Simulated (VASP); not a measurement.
Write the native input for VASP 6.6.1 that does the following.

| Item | Value |
| --- | --- |
| Task | single point |
| Functional | PBE-based screened hybrid with 25 % exact exchange |
| Potentials or basis | VASP PAW PBE potentials, release 64 (Bi_d, Te) |
| Cutoff | 400 eV |
| k mesh | 4 × 4 × 4 |
| Occupations | fermi-dirac, width 0.05 eV |
| Spin | no spin polarisation |
| Dipole correction | no |
| Grid for exact exchange (PRECFOCK) | Normal |
| Share of exact exchange | 0.25 |
| Further INCAR settings | ALGO = Normal; EDIFF = 1e-06; NBANDS = 18 |
| Screening parameter | 0.3 1/Å |

BiTe:

```xyz
2
Lattice="2.4227 1.3988 3.3173 -2.4227 1.3988 3.3173 0.0000 -2.7975 3.3173" Properties=species:S:1:pos:R:3 pbc="T T T"
Bi    0.0000    0.0000    4.9759
Te    0.0000    0.0000    0.0000
```

These files were run (other wordings do the same):

POSCAR

```
BiTe
1.0
    2.4227077728      1.3987509848      3.3172919545
   -2.4227077728      1.3987509848      3.3172919545
    0.0000000000     -2.7975019696      3.3172919545
Bi Te
1 1
Direct
    0.5000000000      0.5000000000      0.5000000000
    0.0000000000      0.0000000000      0.0000000000
```

INCAR.step1

```
SYSTEM = BiTe
  ALGO = Normal
  EDIFF = 1E-5
  ENCUT = 400
  GGA = PE
  GGA_COMPAT = .False.
  ISIF = 2
  ISMEAR = -1
  LASPH = .True.
  LCHARG = .False.
  LREAL = .False.
  LWAVE = .True.
  NBANDS = 18
  NELM = 120
  PREC = Accurate
  SIGMA = 0.05
```

INCAR.step2

```
SYSTEM = BiTe
  AEXX = 0.25
  ALGO = Normal
  EDIFF = 1E-6
  ENCUT = 400
  GGA = PE
  GGA_COMPAT = .False.
  HFSCREEN = 0.3
  ISIF = 2
  ISMEAR = -1
  ISTART = 1
  LASPH = .True.
  LCHARG = .False.
  LHFCALC = .True.
  LREAL = .False.
  LWAVE = .False.
  NBANDS = 18
  NELM = 120
  PREC = Accurate
  PRECFOCK = Normal
  SIGMA = 0.05
```

KPOINTS

```
k-points
0
Gamma
  4 4 4
  0 0 0
```

Potentials or basis: VASP PAW PBE potentials, release 64 (Bi_d, Te).

The run is started by

```bash
$ cat potpaw_PBE.64/Bi_d/POTCAR potpaw_PBE.64/Te/POTCAR > POTCAR
$ cp INCAR.step1 INCAR
$ mpirun -np 1 vasp_std > vasp.out
$ cp INCAR.step2 INCAR
$ mpirun -np 1 vasp_std > vasp.out
```

Results of the run:

* Pressure: -1.8 GPa
* Band gap on the k mesh: zero (an odd number of electrons rules out a gap without spin polarisation)

Caveat: the k points lie up to 0.41 Å⁻¹ apart, too coarse for converged energies and pressures of a metal; the PAW data sets were made with another functional, which shifts forces and pressure a little; spin-orbit coupling is left out, which moves the levels of the heavy elements; an odd number of electrons without spin polarisation forces a metal; a magnetic or distorted state may lie lower.

It took 27 min on 1 thread of Oxide Virtual Turin-like Processor (shared host), peak memory 0.24 GiB.
